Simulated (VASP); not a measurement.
# BiB (Pm-3m) in VASP: a series of runs

BiB is run at these levels: PBE, r2SCAN; tasks: single point, relaxation of cell and atoms.

All numbers are computed with VASP 6.6.1; they aren't measurements. Logs are shortened: lines on timing, memory, paths and dates and some standing lists are left out, and cuts for length are marked.

## Step 1: The cell of the first run

The structure is cubic, space group Pm-3m (No. 221). Conventional cell: a = 3.374 Å, b = 3.374 Å, c = 3.374 Å, α = 90.00°, β = 90.00°, γ = 90.00°. B (site symmetry m-3m) has 8 Bi at 2.92 Å and 6 B at 3.37 Å within 3.8 Å. Bi (site symmetry m-3m) has 8 B at 2.92 Å and 6 Bi at 3.37 Å within 3.8 Å.

## Step 2: Single point, PBE

INCAR reads:

```
  PREC = Accurate
  ENCUT = 520
  EDIFF = 1E-6
  ISMEAR = -1
  SIGMA = 0.02
  LREAL = False
  LASPH = True
  NELM = 100
  ALGO = Normal
  ISIF = 2
  LWAVE = False
  LCHARG = False
  GGA = PE
  NBANDS = 16
```

KPOINTS reads:

```
Automatic mesh
0
Gamma
  8 8 8
```

POSCAR reads:

```
BiB
1.0
    3.3739154332      0.0000000000      0.0000000000
    0.0000000000      3.3739154332      0.0000000000
    0.0000000000      0.0000000000      3.3739154332
B Bi
1 1
Direct
    0.0000000000      0.0000000000      0.0000000000
    0.5000000000      0.5000000000      0.5000000000
```

Potentials or basis: VASP PAW PBE potentials, release 64 (B, Bi_d).

The run is started by

```console
> cat potpaw_PBE.64/B/POTCAR potpaw_PBE.64/Bi_d/POTCAR > POTCAR
> mpirun -np 1 vasp_std > vasp.out
```

OUTCAR:

```text
PREC = Accurate
   ENCUT = 520
   EDIFF = 1E-6
   ISMEAR = -1
   LREAL = False
   LASPH = True
   NELM = 100
   ISIF = 2
   GGA = PE

 ion  position               nearest neighbor table
   1  0.000  0.000  0.000-   2 2.92   2 2.92   2 2.92   2 2.92   2 2.92   2 2.92   2 2.92   2 2.92

   2  0.500  0.500  0.500-   1 2.92   1 2.92   1 2.92   1 2.92   1 2.92   1 2.92   1 2.92   1 2.92

  LATTYP: Found a simple cubic cell.
 ALAT       =     3.3739154332

  Lattice vectors:

 A1 = (   3.3739154332,   0.0000000000,   0.0000000000)
 A2 = (   0.0000000000,   3.3739154332,   0.0000000000)
 A3 = (   0.0000000000,   0.0000000000,   3.3739154332)

Analysis of symmetry for initial positions (statically):
=====================================================================
 Subroutine PRICEL returns:
 Original cell was already a primitive cell.

 Routine SETGRP: Setting up the symmetry group for a
 simple cubic supercell.

 Subroutine GETGRP returns: Found 48 space group operations
 (whereof 48 operations were pure point group operations)
 out of a pool of 48 trial point group operations.

The static configuration has the point symmetry O_h .

Analysis of symmetry for dynamics (positions and initial velocities):
=====================================================================
 Subroutine PRICEL returns:
 Original cell was already a primitive cell.

 Routine SETGRP: Setting up the symmetry group for a
 simple cubic supercell.

 Subroutine GETGRP returns: Found 48 space group operations
 (whereof 48 operations were pure point group operations)
 out of a pool of 48 trial point group operations.

The dynamic configuration has the point symmetry O_h .

 Subroutine INISYM returns: Found 48 space group operations
 (whereof 48 operations are pure point group operations),
 and found     1 'primitive' translations

----------------------------------------------------------------------------------------

                                     Primitive cell

  volume of cell :      38.4063

  direct lattice vectors                    reciprocal lattice vectors
     3.373915433  0.000000000  0.000000000     0.296391543  0.000000000  0.000000000
     0.000000000  3.373915433  0.000000000     0.000000000  0.296391543  0.000000000
     0.000000000  0.000000000  3.373915433     0.000000000  0.000000000  0.296391543

  length of vectors
     3.373915433  3.373915433  3.373915433     0.296391543  0.296391543  0.296391543

  position of ions in fractional coordinates (direct lattice)
     0.000000000  0.000000000  0.000000000
     0.500000000  0.500000000  0.500000000

  ion indices of the primitive-cell ions
   primitive index   ion index
                 1           1
                 2           2

----------------------------------------------------------------------------------------

 KPOINTS: Automatic mesh

Automatic generation of k-mesh.
 Grid dimensions read from file:
 generate k-points for:    8    8    8

 Generating k-lattice:

  Cartesian coordinates                     Fractional coordinates (reciprocal lattice)
     0.037048943  0.000000000  0.000000000     0.125000000  0.000000000  0.000000000
     0.000000000  0.037048943  0.000000000     0.000000000  0.125000000  0.000000000
     0.000000000  0.000000000  0.037048943     0.000000000  0.000000000  0.125000000

  Length of vectors
     0.037048943  0.037048943  0.037048943

  Shift w.r.t. Gamma in fractional coordinates (k-lattice)
     0.000000000  0.000000000  0.000000000

 Subroutine IBZKPT returns following result:
 ===========================================

 Found     35 irreducible k-points:

 Following reciprocal coordinates:
            Coordinates               Weight
  0.000000  0.000000  0.000000      1.000000
  0.125000  0.000000  0.000000      6.000000
  0.250000  0.000000  0.000000      6.000000
  0.375000  0.000000  0.000000      6.000000
  0.500000  0.000000  0.000000      3.000000
  0.125000  0.125000  0.000000     12.000000
[... 16 lines left out ...]
  0.375000  0.375000  0.125000     24.000000
  0.500000  0.375000  0.125000     24.000000
 [... further k-points ...]
   k-points           NKPTS =     35   k-points in BZ     NKDIM =     35   number of bands    NBANDS=     16
   number of dos      NEDOS =    301   number of ions     NIONS =      2
   total plane-waves  NPLWV =  21952
   dimension x,y,z NGX =    28 NGY =   28 NGZ =   28
   dimension x,y,z NGXF=    56 NGYF=   56 NGZF=   56
   ions per type =               1   1
   NGX,Y,Z   is equivalent  to a cutoff of  13.80, 13.80, 13.80 a.u.
   NGXF,Y,Z  is equivalent  to a cutoff of  27.59, 27.59, 27.59 a.u.
 SYSTEM =  unknown system
   PREC   = accura    normal or accurate (medium, high low for compatibility)
   ISTART =      0    job   : 0-new  1-cont  2-samecut
   ICHARG =      2    charge: 1-file 2-atom 10-const
   ISPIN  =      1    spin polarized calculation?
   LNONCOLLINEAR =      F non collinear calculations
   LSORBIT =      F    spin-orbit coupling
   LASPH  =      T    aspherical Exc in radial PAW
   ENCUT  =  520.0 eV  38.22 Ry    6.18 a.u.   6.27  6.27  6.27*2*pi/ulx,y,z
   NELM   =    100;   NELMIN=  2; NELMDL= -5     # of ELM steps
   EDIFF  = 0.1E-05   stopping-criterion for ELM
   LREAL  =      F    real-space projection
   EDIFFG = 0.1E-04   stopping-criterion for IOM
   NSW    =      0    number of steps for IOM
   IBRION =     -1    ionic relax: 0-MD 1-quasi-New 2-CG
   NFREE  =      0    steps in history (QN), initial steepest desc. (CG)
   ISIF   =      2    stress and relaxation
   ISYM   =      2    0-nonsym 1-usesym 2-fastsym
   POTIM  = 0.5000    time-step for ionic-motion
   TEBEG  =    0.0;   TEEND  =   0.0 temperature during run
   PSTRESS=    0.0 pullay stress
   NELECT =      18.0000    total number of electrons
   NUPDOWN=      -1.0000    fix difference up-down
   EMIN   =  10.00;   EMAX   =-10.00  energy-range for DOS
   EFERMI =   0.00;   METHOD = LEGACY
   ISMEAR =    -1;   SIGMA  =   0.02  broadening in eV -4-tet -1-fermi 0-gaus
   EFERMI_NEDOS =   21; number of points for ismear=-14 and -15
   IALGO  =     38    algorithm
   IMIX   =      4    mixing-type and parameters
     AMIX     =   0.40;   BMIX     =  1.00
     AMIX_MAG =   1.60;   BMIX_MAG =  1.00
  volume/ion in A,a.u.               =      19.20       129.59
  Fermi-wavevector in a.u.,A,eV,Ry     =   1.271642  2.403055 22.001613  1.617073
  Thomas-Fermi vector in A             =   2.404564
   LORBIT       =      0    0 simple, 1 ext, 2 COOP (PROOUT), +10 PAW based schemes
   GGA     = PE    functional components
   LHFCALC =     F    Hartree Fock is set to
   AEXX    =    0.0000 exact exchange contribution
   IVDW    =     0    specifies the selected vdW correction
   LEPSILON=     F    determine dielectric tensor
   LRPA    =     F    only Hartree local field effects (RPA)
 non-spin polarized calculation
  energy-cutoff  :      520.00
  volume of cell :       38.41
 maximum number of plane-waves:      1064
 NGX is ok and might be reduce to    28
   NGX = 13   NGY = 13   NGZ = 13

 number of electron      18.0000003 magnetization

 Free energy of the ion-electron system (eV)
  ---------------------------------------------------
  ext. energy  EPLUGINS =         0.00000000
  ---------------------------------------------------
  free energy    TOTEN  =        -7.39290604 eV

  energy without entropy =       -7.39067609  energy(sigma->0) =       -7.39179106

 E-fermi :   7.8269     XC(G=0): -10.8182

 val. band max:        7.7978467634   @ k =   0.5000   0.2500   0.2500
 cond. band min:       7.8279487483   @ k =   0.5000   0.3750   0.2500
 fundamental gap:      0.0301019848
 Fermi energy:         7.8269475086

 k-point     1 :       0.0000    0.0000    0.0000
  band No.  band energies     occupation
      1     -15.3949      2.00000
      2     -15.3949      2.00000
      3     -15.1528      2.00000
      4     -15.1528      2.00000
      5     -15.1528      2.00000
      6      -6.1639      2.00000
[... 8 lines left out ...]
     15      15.3618      0.00000
     16      22.9707      0.00000

 k-point     2 :       0.1250    0.0000    0.0000
  band No.  band energies     occupation
      1     -15.3934      2.00000
      2     -15.3665      2.00000
      3     -15.1621      2.00000
      4     -15.1621      2.00000
      5     -15.1519      2.00000
      6      -5.9722      2.00000
[... 8 lines left out ...]
     15      15.5301      0.00000
     16      21.4702      0.00000

 k-point     3 :       0.2500    0.0000    0.0000
  band No.  band energies     occupation
      1     -15.3898      2.00000
      2     -15.2980      2.00000
      3     -15.1847      2.00000
      4     -15.1847      2.00000
      5     -15.1500      2.00000
      6      -5.4157      2.00000
[... 8 lines left out ...]
     15      17.8348      0.00000
     16      19.4123      0.00000

 k-point     4 :       0.3750    0.0000    0.0000
  band No.  band energies     occupation
      1     -15.3863      2.00000
      2     -15.2295      2.00000
      3     -15.2072      2.00000
      4     -15.2072      2.00000
      5     -15.1480      2.00000
      6      -4.6097      2.00000
[... 8 lines left out ...]
     15      17.6583      0.00000
     16      20.8313      0.00000
[... 324 lines left out ...]
 k-point    22 :       0.5000    0.2500    0.1250
  band No.  band energies     occupation
      1     -15.2966      2.00000
      2     -15.2582      2.00000
      3     -15.2243      2.00000
      4     -15.1880      2.00000
      5     -15.1501      2.00000
      6      -3.2067      2.00000
[... 8 lines left out ...]
     15      19.4123      0.00000
     16      19.9988      0.00000

 k-point    23 :       0.3750    0.3750    0.1250
  band No.  band energies     occupation
      1     -15.2770      2.00000
      2     -15.2735      2.00000
      3     -15.2120      2.00000
      4     -15.2110      2.00000
      5     -15.1277      2.00000
      6      -2.9428      2.00000
[... 8 lines left out ...]
     15      19.6318      0.00000
     16      20.1889      0.00000

 k-point    24 :       0.5000    0.3750    0.1250
  band No.  band energies     occupation
      1     -15.2882      2.00000
      2     -15.2676      2.00000
      3     -15.2208      2.00000
      4     -15.2102      2.00000
      5     -15.1028      2.00000
      6      -2.4849      2.00000
[... 8 lines left out ...]
     15      19.4894      0.00000
     16      20.3270      0.00000

 [... further k-points ...]
[... 5 lines left out ...]
  --------------------------------------------------------------------------------------
  -------------------------------------------------------------------------------------
  Total        0.0005510      0.0005510      0.0005510      0.0000000     -0.0000000      0.0000000
  in kB        0.0229841      0.0229841      0.0229841      0.0000000     -0.0000000      0.0000000
  external PRESSURE =       0.0229841 kB  Pullay stress =       0.0000000 kB

 VOLUME and BASIS-vectors are now :
 -----------------------------------------------------------------------------
  energy-cutoff  :      520.00
  volume of cell :       38.41
      direct lattice vectors                 reciprocal lattice vectors
     3.373915433  0.000000000  0.000000000     0.296391543  0.000000000  0.000000000
     0.000000000  3.373915433  0.000000000     0.000000000  0.296391543  0.000000000
     0.000000000  0.000000000  3.373915433     0.000000000  0.000000000  0.296391543

 POSITION                                       TOTAL-FORCE (eV/Angst)
 -----------------------------------------------------------------------------------
      0.00000      0.00000      0.00000         0.000000      0.000000      0.000000
      1.68696      1.68696      1.68696         0.000000      0.000000      0.000000
 -----------------------------------------------------------------------------------
    total drift:                                0.000000      0.000000      0.000000

  FREE ENERGIE OF THE ION-ELECTRON SYSTEM (eV)
  ---------------------------------------------------
  free  energy   TOTEN  =        -7.3929060397 eV

  energy  without entropy=       -7.3906760880  energy(sigma->0) =       -7.39179106
```

It took 13 s on 1 thread of Intel Xeon Platinum 8375C at 2.90GHz (Ice Lake), shared host; peak memory 0.17 GiB.

Results:

```
Free energy            : -7.3929 eV
Pressure               : 0.0 GPa
Band gap on the k mesh : zero (band 9 reaches 9.78 eV, above the bottom of band 10 at 5.61 eV)
```

Levels at points of the mesh, in eV from the Fermi level:
```
           k point  band 7  band 8  band 9  band 10  band 11  band 12
(0.00, 0.00, 0.00)   -2.69   -0.70   -0.70    -0.70     5.67     5.67
(0.50, 0.00, 0.00)   -8.42    1.77    1.96     1.96     2.20     3.31
(0.50, 0.50, 0.00)   -5.29   -5.26   -5.26     2.36     5.23     5.23
(0.50, 0.50, 0.50)   -4.10   -2.22   -2.22    -2.22    -1.17    -1.17
```

Caveat: spin-orbit coupling is left out, which moves the levels of the heavy elements.

(Continued in part 2 of 3.)
